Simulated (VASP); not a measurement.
Runs of VASP 6.6.1 on MoS2. The structure is that of space group P6_3/mmc (No. 194), or close to it. The cells are those of the table. 

| cell | gap on the mesh (eV) | pressure (GPa) | largest force (eV/Å) |
| --- | --- | --- | --- |
| a = 3.055, b = 3.055, c = 11.007 Å, angles 90.0, 90.0, 120.0°, 6 atoms | - | 34.7 | 3.95 |
| a = 3.275, b = 3.275, c = 11.443 Å, angles 90.0, 90.0, 120.0°, 6 atoms | none | -2.2 | 0.73 |
| a = 3.212, b = 3.212, c = 12.313 Å, angles 90.0, 90.0, 120.0°, 6 atoms | 0.85 | (c) | 0.84 |
| a = 3.086, b = 3.086, c = 11.007 Å, angles 90.0, 90.0, 120.0°, 6 atoms | none | 29.1 | 3.57 |
| a = 3.149, b = 3.149, c = 11.443 Å, angles 90.0, 90.0, 120.0°, 6 atoms | 0.32 | 10.4 | 1.65 |
| a = 3.149, b = 3.149, c = 11.225 Å, angles 90.0, 90.0, 120.0°, 6 atoms | - | (a) | 2.27 |
| a = 3.181, b = 3.181, c = 11.007 Å, angles 90.0, 90.0, 120.0°, 6 atoms | none | (b) | 2.60 |
| a = 3.307, b = 3.307, c = 11.225 Å, angles 90.0, 90.0, 120.0°, 6 atoms | none | -1.7 | 1.04 |

Alike in all rows: task single point; level PBE+D3(BJ); potentials or basis VASP PAW PBE potentials, release 64 (Mo_sv, S); no spin polarisation; k mesh 12 × 12 × 4; cutoff (eV) 520; smearing gaussian 0.05 eV.

Q: Estimate the missing entries.

A: (a) 14.7; (b) 15.1; (c) -8.0.

Caveats: forces of over 1 eV/Å act on the atoms, so gaps and moduli don't describe the material at rest (at least some runs); the cell stands under pressure (at least some runs); the cell stands under tension (at least some runs).

A k mesh can miss the band edges, and the runs leave out spin-orbit coupling on Mo.

A gap of «none» marks levels without a gap at the run's occupations.
